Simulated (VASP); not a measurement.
# AlN (I-4m2) in VASP: further runs, part 2 of 2

VASP 6.6.1.

**3. Single point, r2SCAN (in-plane strain -0.005)**

Input file POSCAR:

```
AlN
1.0
    2.1739753490      2.1739753490      0.0000000000
   -2.1739753490      2.1739753490      0.0000000000
    0.0000000000      2.1739753490      2.1914545478
Al N
1 1
Direct
    0.0000000000      0.0000000000      0.0000000000
    0.2500000000      0.7500000000      0.5000000000
```

Input file INCAR.step1:

```
PREC     = Accurate       # precision mode
ENCUT    = 520            # plane-wave cutoff, eV
ISMEAR   = 0              # smearing method
SIGMA    = 0.01           # smearing width, eV
LREAL    = F              # projectors in reciprocal space
LASPH    = T              # aspherical terms in the spheres
NELM     = 100            # most SCF steps
NBANDS   = 11             # bands
GGA      = PE             # functional
ALGO     = Normal         # electronic algorithm
EDIFF    = 1E-4           # SCF threshold, eV
LWAVE    = T              # write WAVECAR
LCHARG   = F              # write CHGCAR
```

Input file INCAR.step2:

```
PREC     = Accurate       # precision mode
ENCUT    = 520            # plane-wave cutoff, eV
EDIFF    = 1E-6           # SCF threshold, eV
ISMEAR   = 0              # smearing method
SIGMA    = 0.01           # smearing width, eV
LREAL    = F              # projectors in reciprocal space
LASPH    = T              # aspherical terms in the spheres
NELM     = 100            # most SCF steps
ALGO     = Normal         # electronic algorithm
ISIF     = 2              # what is computed and relaxed
LWAVE    = F              # write WAVECAR
LCHARG   = T              # write CHGCAR
METAGGA  = R2SCAN         # meta-GGA
LMIXTAU  = T            
LELF     = T              # ELF
LVHAR    = T            
NBANDS   = 11             # bands
ISTART   = 1
```

Input file KPOINTS:

```
Automatic mesh
0
Gamma
  10 10 10
```

Potentials or basis: VASP PAW PBE potentials, release 64 (Al, N).

Command:

```console
> cat potpaw_PBE.64/Al/POTCAR potpaw_PBE.64/N/POTCAR > POTCAR
> cp INCAR.step1 INCAR
> mpirun -np 1 vasp_std > vasp.out
> cp INCAR.step2 INCAR
> mpirun -np 1 vasp_std > vasp.out
```

It took 45 s on 1 thread of Intel Xeon 6975P-C, shared host; peak memory 0.15 GiB.

Results (log left out):

```yaml
Free_energy: -19.1788 eV
Pressure: 1.1 GPa
Band_gap_on_the_k_mesh: 3.92 eV, indirect (least direct gap 4.93 eV)
```

Stress tensor (GPa, compression positive):
```
1.50 0.00 0.00
0.00 1.50 0.00
0.00 0.00 0.31
```

Levels at points of the mesh, in eV from the valence-band top:
```csv
k point,band 1,band 2,band 3,band 4,band 5,band 6,band 7,band 8,band 9
"(0.00, 0.00, 0.00)",-15.79,-0.03,0.00,0.00,4.93,13.57,13.57,13.58,18.43
"(0.50, 0.00, 0.00)",-13.76,-5.93,-0.53,-0.46,8.25,10.86,11.90,12.05,19.39
"(0.50, 0.50, 0.00)",-13.11,-4.95,-1.85,-1.85,3.92,9.46,15.32,16.87,17.12
"(0.00, 0.00, 0.50)",-13.15,-5.03,-1.78,-1.78,3.95,9.59,15.17,17.06,17.06
```

Caveat: the cell differs from its parent crystal (in-plane strain -0.005); the PAW data sets were made with another functional, which shifts forces and pressure a little. A k mesh can miss the band edges.

**4. Single point, r2SCAN (in-plane strain +0.005, then relaxed in part)**

Input file POSCAR:

```
AlN
1.0
    2.1958243475      2.1958243475      0.0000000000
   -2.1958243475      2.1958243475      0.0000000000
    0.0000000000      2.1958243475      2.1732906460
Al N
1 1
Direct
    0.0000000000      0.0000000000      0.0000000000
    0.2500000000      0.7500000000      0.5000000000
```

Input file INCAR.step1:

```
SYSTEM = AlN
ALGO = Normal ; EDIFF = 1E-4
ENCUT = 520 ; GGA = PE
ISMEAR = 0 ; LASPH = .True.
LCHARG = .False. ; LREAL = .False.
LWAVE = .True. ; NBANDS = 11
NELM = 100 ; PREC = Accurate
SIGMA = 0.01
```

Input file INCAR.step2:

```
SYSTEM = AlN
ALGO = Normal ; EDIFF = 1E-6
ENCUT = 520 ; ISIF = 2
ISMEAR = 0 ; ISTART = 1
LASPH = .True. ; LCHARG = .False.
LMIXTAU = .True. ; LREAL = .False.
LWAVE = .False. ; METAGGA = R2SCAN
NBANDS = 11 ; NELM = 100
PREC = Accurate ; SIGMA = 0.01
```

Input file KPOINTS:

```
k-points
0
Gamma
  10 10 10
  0 0 0
```

Potentials or basis: VASP PAW PBE potentials, release 64 (Al, N).

Command:

```console
> cat potpaw_PBE.64/Al/POTCAR potpaw_PBE.64/N/POTCAR > POTCAR
> cp INCAR.step1 INCAR
> mpirun -np 1 vasp_std > vasp.out
> cp INCAR.step2 INCAR
> mpirun -np 1 vasp_std > vasp.out
```

OUTCAR:

```text
SYSTEM = AlN
   EDIFF = 1E-6
   ENCUT = 520
   ISIF = 2
   ISMEAR = 0
   ISTART = 1
   LASPH = .True.
   LREAL = .False.
   METAGGA = R2SCAN
   NELM = 100
   PREC = Accurate

 ion  position               nearest neighbor table
   1  0.000  0.000  0.000-   2 1.90   2 1.90   2 1.90   2 1.90
   2  0.250  0.750  0.500-   1 1.90   1 1.90   1 1.90   1 1.90

  LATTYP: Found a body centered tetragonal cell.
 ALAT       =     3.1053645728
 C/A-ratio  =     1.3997008049

  Lattice vectors:

[... 514 lines left out ...]
      6      16.6694      0.00000
      7      19.2766      0.00000
      8      20.1318      0.00000
      9      22.4770      0.00000
     10      26.0121      0.00000
     11      31.0672      0.00000

 [... further k-points ...]
[... 5 lines left out ...]
  --------------------------------------------------------------------------------------
  -------------------------------------------------------------------------------------
  Total       -0.2436388     -0.2436388     -0.0515051      0.0000000      0.0000000      0.0000000
  in kB      -18.6257622    -18.6257622     -3.9374749      0.0000000      0.0000000      0.0000000
  external PRESSURE =     -13.7296664 kB  Pullay stress =       0.0000000 kB

 VOLUME and BASIS-vectors are now :
 -----------------------------------------------------------------------------
  energy-cutoff  :      520.00
  volume of cell :       20.96
      direct lattice vectors                 reciprocal lattice vectors
     2.195824347  2.195824347  0.000000000     0.227704917  0.227704917 -0.230065869
    -2.195824347  2.195824347  0.000000000    -0.227704917  0.227704917 -0.230065869
     0.000000000  2.195824347  2.173290646     0.000000000  0.000000000  0.460131737

 POSITION                                       TOTAL-FORCE (eV/Angst)
 -----------------------------------------------------------------------------------
      0.00000      0.00000      0.00000         0.000000      0.000000      0.000000
     -1.09791      3.29374      1.08665        -0.000000     -0.000000      0.000000
 -----------------------------------------------------------------------------------
    total drift:                               -0.000000      0.000000      0.000000

  FREE ENERGIE OF THE ION-ELECTRON SYSTEM (eV)
  ---------------------------------------------------
  free  energy   TOTEN  =       -19.1786205664 eV

  energy  without entropy=      -19.1786205664  energy(sigma->0) =      -19.17862057
```

OSZICAR.step1:

```text
N       E                     dE             d eps       ncg     rms          rms(c)
DAV:   1     0.107668512595E+02    0.10767E+02   -0.38404E+03  2284   0.606E+02
DAV:   2    -0.163320250215E+02   -0.27099E+02   -0.26360E+02  2721   0.136E+02
DAV:   3    -0.172073757865E+02   -0.87535E+00   -0.87428E+00  2726   0.234E+01
DAV:   4    -0.172120647827E+02   -0.46890E-02   -0.46886E-02  2568   0.188E+00
DAV:   5    -0.172121223402E+02   -0.57557E-04   -0.57557E-04  2748   0.200E-01    0.860E+00
DAV:   6    -0.148526023424E+02    0.23595E+01   -0.11875E+01  2648   0.172E+01    0.282E+00
DAV:   7    -0.148494781622E+02    0.31242E-02   -0.16837E-01  2517   0.322E+00    0.205E+00
DAV:   8    -0.148443806347E+02    0.50975E-02   -0.28605E-02  2457   0.159E+00    0.586E-01
DAV:   9    -0.148429200796E+02    0.14606E-02   -0.41855E-03  2733   0.383E-01    0.233E-01
DAV:  10    -0.148429661749E+02   -0.46095E-04   -0.41887E-04  2391   0.132E-01
   1 F= -.14842966E+02 E0= -.14842966E+02  d E =-.171930E-63
```

Run time: 36 s. Hardware: 1 thread of Intel Xeon 6975P-C, shared host; peak memory 0.15 GiB.

What came out:

| Item | Value |
| --- | --- |
| Free energy | -19.1786 eV |
| Pressure | -1.4 GPa |
| Band gap on the k mesh | 3.87 eV, indirect (least direct gap 4.81 eV) |

Caveat: the cell differs from its parent crystal (in-plane strain +0.005, then relaxed in part); the PAW data sets were made with another functional, which shifts forces and pressure a little.

**5. The runs side by side**

| cell | gap on the mesh (eV) | pressure (GPa) |
| --- | --- | --- |
| a = 3.074, b = 3.074, c = 3.090 Å, angles 60.2, 60.2, 90.0°, 2 atoms | 3.91 | 0.6 |
| a = 3.074, b = 3.074, c = 3.087 Å, angles 60.1, 60.1, 90.0°, 2 atoms | 3.92 | 1.1 |
| a = 3.105, b = 3.105, c = 3.089 Å, angles 59.8, 59.8, 90.0°, 2 atoms | 3.87 | -1.4 |

Alike in all rows: task single point; level r2SCAN; potentials or basis VASP PAW PBE potentials, release 64 (Al, N); no spin polarisation; k mesh 10 × 10 × 10; cutoff (eV) 520; smearing gaussian 0.01 eV.

Caveats: the PAW data sets were made with another functional, which shifts forces and pressure a little.

Total energies depend on the potentials used, so only differences within one code and one set of settings carry meaning.
